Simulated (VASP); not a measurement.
# Sb2As2C (P-6m2) in VASP: further runs, part 2 of 3

VASP 6.6.1. The steps go on from the part before.

## 3. Relaxation of cell and atoms, PBE

This run uses another cell than the first one, of 24.50 Å³/atom.

The input, INCAR:

```
ALGO = Normal ; EDIFF = 1E-6
EDIFFG = -0.01 ; ENCUT = 600
GGA = PE ; IBRION = 2
ISIF = 3 ; ISMEAR = 0
LASPH = T ; LCHARG = F
LREAL = F ; LWAVE = F
NELM = 100 ; NSW = 100
PREC = Accurate ; SIGMA = 0.1
```

The input, KPOINTS:

```
k-points
0
Gamma
  12 12 6
```

The input, POSCAR:

```
Sb2As2C
1.0
    4.1680290280      0.0000000000      0.0000000000
   -2.0840145140      3.6096190220      0.0000000000
    0.0000000000      0.0000000000      8.1414961304
Sb As C
2 2 1
Direct
    0.0000000000      0.0000000000      0.3313842843
    0.0000000000      0.0000000000      0.6686157157
    0.3333333333      0.6666666667      0.0000000000
    0.6666666667      0.3333333333      0.0000000000
    0.6666666667      0.3333333333      0.5000000000
```

Potentials or basis: VASP PAW PBE potentials, release 64 (Sb, As, C).

On the command line:

```bash
$ cat potpaw_PBE.64/Sb/POTCAR potpaw_PBE.64/As/POTCAR potpaw_PBE.64/C/POTCAR > POTCAR
$ mpirun -np 1 vasp_std > vasp.out
```

OUTCAR:

```text
EDIFF = 1E-6
   EDIFFG = -0.01
   ENCUT = 600
   GGA = PE
   IBRION = 2
   ISIF = 3
   ISMEAR = 0
   LASPH = T
   LREAL = F
   NELM = 100
   NSW = 100
   PREC = Accurate

 ion  position               nearest neighbor table
   1  0.000  0.000  0.331-   2 2.75   5 2.77   5 2.77   5 2.77
   2  0.000  0.000  0.669-   1 2.75   5 2.77   5 2.77   5 2.77
   3  0.333  0.667  0.000-   4 2.41   4 2.41   4 2.41
   4  0.667  0.333  0.000-   3 2.41   3 2.41   3 2.41
   5  0.667  0.333  0.500-   1 2.77   2 2.77   1 2.77   2 2.77   1 2.77   2 2.77

  LATTYP: Found a hexagonal cell.
 ALAT       =     4.1680290280
 C/A-ratio  =     1.9533204005

  Lattice vectors:

 A1 = (   4.1680290280,   0.0000000000,   0.0000000000)
 A2 = (  -2.0840145140,   3.6096190220,   0.0000000000)
 A3 = (   0.0000000000,   0.0000000000,   8.1414961304)

Analysis of symmetry for initial positions (statically):
=====================================================================
 Subroutine PRICEL returns:
 Original cell was already a primitive cell.

 Routine SETGRP: Setting up the symmetry group for a
 hexagonal supercell.

 Subroutine GETGRP returns: Found 12 space group operations
 (whereof 12 operations were pure point group operations)
 out of a pool of 24 trial point group operations.

The static configuration has the point symmetry D_3h.

Analysis of symmetry for dynamics (positions and initial velocities):
=====================================================================
 Subroutine PRICEL returns:
 Original cell was already a primitive cell.

 Routine SETGRP: Setting up the symmetry group for a
 hexagonal supercell.

 Subroutine GETGRP returns: Found 12 space group operations
 (whereof 12 operations were pure point group operations)
 out of a pool of 24 trial point group operations.

The dynamic configuration has the point symmetry D_3h.

 Subroutine INISYM returns: Found 12 space group operations
 (whereof 12 operations are pure point group operations),
 and found     1 'primitive' translations

----------------------------------------------------------------------------------------

                                     Primitive cell

  volume of cell :     122.4888

  direct lattice vectors                    reciprocal lattice vectors
     4.168029028  0.000000000  0.000000000     0.239921554  0.138518774  0.000000000
    -2.084014514  3.609619022  0.000000000     0.000000000  0.277037547  0.000000000
     0.000000000  0.000000000  8.141496130     0.000000000  0.000000000  0.122827547

  length of vectors
     4.168029028  4.168029028  8.141496130     0.277037547  0.277037547  0.122827547

  position of ions in fractional coordinates (direct lattice)
     0.000000000  0.000000000  0.331384284
     0.000000000  0.000000000  0.668615716
     0.333333333  0.666666667  0.000000000
     0.666666667  0.333333333  0.000000000
     0.666666667  0.333333333  0.500000000

  ion indices of the primitive-cell ions
   primitive index   ion index
                 1           1
                 2           2
                 3           3
                 4           4
                 5           5

----------------------------------------------------------------------------------------

 KPOINTS: k-points

Automatic generation of k-mesh.
 Grid dimensions read from file:
[... 55 lines left out ...]
 SYSTEM =  unknown system
   PREC   = accura    normal or accurate (medium, high low for compatibility)
   ISTART =      0    job   : 0-new  1-cont  2-samecut
   ICHARG =      2    charge: 1-file 2-atom 10-const
   ISPIN  =      1    spin polarized calculation?
   LNONCOLLINEAR =      F non collinear calculations
   LSORBIT =      F    spin-orbit coupling
   LASPH  =      T    aspherical Exc in radial PAW
   ENCUT  =  600.0 eV  44.10 Ry    6.64 a.u.   8.32  8.32 16.26*2*pi/ulx,y,z
   NELM   =    100;   NELMIN=  2; NELMDL= -5     # of ELM steps
   EDIFF  = 0.1E-05   stopping-criterion for ELM
   LREAL  =      F    real-space projection
   EDIFFG = -.1E-01   stopping-criterion for IOM
   NSW    =    100    number of steps for IOM
   IBRION =      2    ionic relax: 0-MD 1-quasi-New 2-CG
   NFREE  =      1    steps in history (QN), initial steepest desc. (CG)
   ISIF   =      3    stress and relaxation
   ISYM   =      2    0-nonsym 1-usesym 2-fastsym
   POTIM  = 0.5000    time-step for ionic-motion
   TEBEG  =    0.0;   TEEND  =   0.0 temperature during run
   PSTRESS=    0.0 pullay stress
   NELECT =      24.0000    total number of electrons
   NUPDOWN=      -1.0000    fix difference up-down
   EMIN   =  10.00;   EMAX   =-10.00  energy-range for DOS
   EFERMI =   0.00;   METHOD = LEGACY
   ISMEAR =     0;   SIGMA  =   0.10  broadening in eV -4-tet -1-fermi 0-gaus
   EFERMI_NEDOS =   21; number of points for ismear=-14 and -15
   IALGO  =     38    algorithm
   IMIX   =      4    mixing-type and parameters
     AMIX     =   0.40;   BMIX     =  1.00
     AMIX_MAG =   1.60;   BMIX_MAG =  1.00
  volume/ion in A,a.u.               =      24.50       165.32
  Fermi-wavevector in a.u.,A,eV,Ry     =   0.950852  1.796851 12.301305  0.904120
  Thomas-Fermi vector in A             =   2.079268
   LORBIT       =      0    0 simple, 1 ext, 2 COOP (PROOUT), +10 PAW based schemes
   GGA     = PE    functional components
   LHFCALC =     F    Hartree Fock is set to
   AEXX    =    0.0000 exact exchange contribution
   IVDW    =     0    specifies the selected vdW correction
   LEPSILON=     F    determine dielectric tensor
   LRPA    =     F    only Hartree local field effects (RPA)
 conjugate gradient relaxation of ions
 non-spin polarized calculation
 Gauss-broadening in eV      SIGMA  =   0.10
  energy-cutoff  :      600.00
  volume of cell :      122.49
 maximum number of plane-waves:      4125
 NGX is ok and might be reduce to    36
   NGX = 17   NGY = 17   NGZ = 33

--------------------------------------- Ionic step        1  -------------------------------------------

 number of electron      23.9999998 magnetization

 Free energy of the ion-electron system (eV)
  ---------------------------------------------------
  ext. energy  EPLUGINS =         0.00000000
  ---------------------------------------------------
  free energy    TOTEN  =       -20.61894829 eV

  energy without entropy =      -20.60636353  energy(sigma->0) =      -20.61265591

------------------------ aborting loop because EDIFF is reached ----------------------------------------

  FORCE on cell =-STRESS in cart. coord.  units (eV):
  Direction    XX          YY          ZZ          XY          YZ          ZX
  --------------------------------------------------------------------------------------
  -------------------------------------------------------------------------------------
  Total       -0.3528326     -0.3528326      0.4455801      0.0000000      0.0000000      0.0000000
  in kB       -4.6151195     -4.6151195      5.8282750      0.0000000      0.0000000      0.0000000
  external PRESSURE =      -1.1339880 kB  Pullay stress =       0.0000000 kB
[... 98 lines left out ...]
  FREE ENERGIE OF THE ION-ELECTRON SYSTEM (eV)
  ---------------------------------------------------
  free  energy   TOTEN  =       -20.6255247737 eV

  energy  without entropy=      -20.6140351890  energy(sigma->0) =      -20.61977998

 E-fermi :   5.0343     XC(G=0):  -9.4034

 val. band max:        5.0315444245   @ k =   0.4167   0.1667   0.1667
 cond. band min:       5.0368391646   @ k =   0.4167   0.1667   0.5000
 fundamental gap:      0.0052947400
 Fermi energy:         5.0343275510

 k-point     1 :       0.0000    0.0000    0.0000
  band No.  band energies     occupation
      1      -9.3025      2.00000
      2      -7.0801      2.00000
      3      -3.8486      2.00000
      4      -1.1873      2.00000
      5      -0.2917      2.00000
      6       1.3693      2.00000
[... 435 lines left out ...]
      5      -2.9043      2.00000
      6       0.3478      2.00000
[... 8 lines left out ...]
     15       6.8941      0.00000
     16       7.5522      0.00000

 [... further k-points ...]

[... ionic steps 4 to 8 ...]

--------------------------------------- Ionic step        9  -------------------------------------------

 number of electron      24.0000000 magnetization

------------------------ aborting loop because EDIFF is reached ----------------------------------------
[... 73 lines left out ...]
--------------------------------------- Ionic step       11  -------------------------------------------

 number of electron      24.0000000 magnetization

 Free energy of the ion-electron system (eV)
  ---------------------------------------------------
  ext. energy  EPLUGINS =         0.00000000
  ---------------------------------------------------
  free energy    TOTEN  =       -20.63916929 eV

  energy without entropy =      -20.62811656  energy(sigma->0) =      -20.63364293

 E-fermi :   4.9010     XC(G=0):  -9.3352

 val. band max:        4.9008403064   @ k =   0.0833   0.0000   0.3333
 cond. band min:       4.9055847675   @ k =   0.0000   0.0000   0.5000
 fundamental gap:      0.0047444611
 Fermi energy:         4.9010168793

 k-point     1 :       0.0000    0.0000    0.0000
  band No.  band energies     occupation
      1      -9.3864      2.00000
      2      -7.2639      2.00000
      3      -3.9104      2.00000
      4      -1.3185      2.00000
      5      -0.3951      2.00000
      6       1.2707      2.00000
[... 479 lines left out ...]
  FREE ENERGIE OF THE ION-ELECTRON SYSTEM (eV)
  ---------------------------------------------------
  free  energy   TOTEN  =       -20.6391692950 eV

  energy  without entropy=      -20.6281165564  energy(sigma->0) =      -20.63364293

 reached required accuracy - stopping structural energy minimisation
```

OSZICAR:

```text
N       E                     dE             d eps       ncg     rms          rms(c)
DAV:   1     0.125976392859E+03    0.12598E+03   -0.99304E+03  2432   0.137E+03
DAV:   2    -0.109108504476E+02   -0.13689E+03   -0.13525E+03  3272   0.207E+02
DAV:   3    -0.214308654229E+02   -0.10520E+02   -0.10332E+02  3272   0.607E+01
DAV:   4    -0.216699725411E+02   -0.23911E+00   -0.23882E+00  3200   0.966E+00
[... 91 lines left out ...]
DAV:   1    -0.206392231273E+02   -0.82162E-04   -0.32492E-03  2464   0.329E-01    0.431E-02
DAV:   2    -0.206391882166E+02    0.34911E-04   -0.17497E-04  3464   0.698E-02    0.217E-02
DAV:   3    -0.206391727995E+02    0.15417E-04   -0.44389E-05  3392   0.279E-02    0.111E-02
DAV:   4    -0.206391693188E+02    0.34807E-05   -0.21468E-05  3440   0.197E-02    0.321E-03
DAV:   5    -0.206391692950E+02    0.23840E-07   -0.17347E-06  1648   0.678E-03
  11 F= -.20639169E+02 E0= -.20633643E+02  d E =-.283793E-04
```

Wall time 9.3 min (1 thread of Intel Xeon 6975P-C (Granite Rapids), shared host); peak memory 0.45 GiB.

What came out:

| Item | Value |
| --- | --- |
| Free energy | -20.6392 eV |
| Relaxed volume | 25.26 Å³/atom |
| Relaxed cell | a = 4.146 Å, b = 4.146 Å, c = 8.482 Å, α = 90.00°, β = 90.00°, γ = 120.00° |
| Space group after relaxing (to 0.1 Å) | P-6m2 (No. 187) |
| Energy gained by relaxing | 4.0 meV/atom |
| Ionic steps | 11 |
| Pressure after relaxing | 0.0 GPa |
| Band gap on the k mesh | zero (bands 12 and 13 overlap by 1.02 eV) |

Forces on the atoms (eV/Å):
```
Sb   0.000  0.000  0.002
Sb   0.000  0.000 -0.002
As   0.000  0.000  0.000
As   0.000  0.000  0.000
C    0.000  0.000  0.000
```

The path:
```csv
step,energy change (eV),largest force (eV/Å),pressure (GPa),volume (Å³)
1,0.0000,0.1297,-0.11,122.49
2,-0.0046,0.1254,0.18,122.18
3,-0.0066,0.1196,0.51,121.84
4,-0.0101,0.1204,0.38,122.53
5,-0.0171,0.1253,0.02,124.61
6,-0.0165,0.0813,-0.56,128.80
7,-0.0194,0.1045,-0.25,126.48
8,-0.0193,0.1291,0.19,126.37
9,-0.0202,0.0079,-0.03,126.42
10,-0.0202,0.0057,-0.04,126.43
11,-0.0202,0.0025,0.02,126.29
```

Final structure:
```
CELL_PARAMETERS angstrom
4.14630 0.00000 0.00000
-2.07315 3.59080 0.00000
0.00000 0.00000 8.48250
ATOMIC_POSITIONS crystal
Sb 0.00000 0.00000 0.33983
Sb 0.00000 0.00000 0.66017
As 0.33333 0.66667 0.00000
As 0.66667 0.33333 0.00000
C 0.66667 0.33333 0.50000
```

Levels at points of the mesh, in eV from the Fermi level:
```csv
k point,band 9,band 10,band 11,band 12,band 13,band 14,band 15,band 16
"(0.00, 0.00, 0.00)",-2.06,-1.72,-1.72,0.47,1.03,1.03,2.06,2.06
"(0.50, 0.00, 0.00)",-2.75,-1.62,-1.32,-0.57,-0.56,0.95,1.99,2.32
"(0.00, 0.00, 0.50)",-1.70,-1.70,-0.19,0.00,0.93,0.93,1.72,1.72
"(0.50, 0.00, 0.50)",-2.85,-2.82,-1.74,-0.89,0.52,1.26,1.97,2.76
```

Caveat: spin-orbit coupling is left out, which moves the levels of the heavy elements; this functional lacks dispersion, which binds layers or chains, so the pressure and a relaxed spacing across them are unreliable.

[end of part 2 of 3]

The gap in the log of VASP goes by the Fermi energy; the results here count the filled bands.